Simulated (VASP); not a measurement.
A run of VASP 6.6.1 is set up as follows.

The input INCAR:

```
ALGO     = Normal         # electronic algorithm
EDIFF    = 1E-6           # SCF threshold, eV
ENCUT    = 520            # plane-wave cutoff, eV
GGA      = PE             # functional
ISIF     = 2              # what is computed and relaxed
ISMEAR   = 0              # smearing method
ISPIN    = 2              # spin polarisation
LASPH    = True           # aspherical terms in the spheres
LCHARG   = True           # write CHGCAR
LELF     = True           # ELF
LMAXMIX  = 4              # l up to which the mixer works
LORBIT   = 11             # projections on sites
LREAL    = False          # projectors in reciprocal space
LVHAR    = True         
LWAVE    = False          # write WAVECAR
MAGMOM   = 0 0.33 -0.04 -0.04 # initial moments
NBANDS   = 29             # bands
NELM     = 150            # most SCF steps
PREC     = Accurate       # precision mode
SIGMA    = 0.1            # smearing width, eV
```

Contents of KPOINTS:

```
k-points
0
Gamma
  6 6 6
```

The input POSCAR:

```
KNbO2
1.0
   -1.6509647298      3.8491808900      4.6120546661
    1.6509647298     -3.8491808900      4.6120546661
    1.6509647298      3.8491808900     -4.6120546661
K Nb O
1 1 2
Direct
    0.5000000000      0.5000000000      0.0000000000
    0.0000000000      0.0000000000      0.0000000000
    0.2395233903      0.0000000000      0.2395233903
    0.7604766097      0.0000000000      0.7604766097
```

Potentials or basis: VASP PAW PBE potentials, release 64 (K_sv, Nb_sv, O).

Run with:

```console
$ cat potpaw_PBE.64/K_sv/POTCAR potpaw_PBE.64/Nb_sv/POTCAR potpaw_PBE.64/O/POTCAR > POTCAR
$ mpirun -np 1 vasp_std > vasp.out
```

Predict the site moments.

K +0.00; Nb +0.65; O -0.03 μB.

Estimate the net moment.

1.00 μB per cell.

Stress tensor (GPa, compression positive):
```
-0.02  0.00  0.00
 0.00  0.18  0.00
 0.00  0.00  0.28
```
